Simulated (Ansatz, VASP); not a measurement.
# One calculation of InSb, two programs

```
CELL_PARAMETERS angstrom
4.69155 0.00000 0.00000
0.00000 4.69155 0.00000
0.00000 0.00000 26.61099
ATOMIC_POSITIONS crystal
Sb 0.00000 0.50000 0.28184
Sb 0.50000 0.00000 0.40650
Sb 0.00000 0.50000 0.53117
Sb 0.50000 0.00000 0.65583
In 0.50000 0.50000 0.34417
In 0.00000 0.00000 0.46883
In 0.50000 0.50000 0.59350
In 0.00000 0.00000 0.71816
```

Alike in both runs: task single point; functional PBEsol; k mesh 8 × 8 × 1; occupations gaussian, width 0.1 eV; no spin polarisation.

```csv
,VASP,Ansatz
version,VASP 6.6.1,Ansatz 0.2.0
potentials or method,"VASP PAW PBE potentials, release 64 (Sb, In_d), cutoff 520 eV","scalar-relativistic, plane waves, PAW"
valence electrons in the cell,72,112
```

```tsv
	VASP	Ansatz	Ansatz less VASP
gap on the k mesh at the Fermi level (eV)	none	none	-
rms of the force components (eV/Å)	0.145	0.145	0.0000
```

VASP's potentials were made for PBE, not for PBEsol. A gap of «none» marks a metal or a gap that the smearing closes. VASP's potentials hold 72 valence electrons a cell and Ansatz's 112, so a difference there can come from the potentials and not from the codes. Ansatz's warnings: xc potential rough in thin density.

Neither program's run includes spin-orbit coupling.
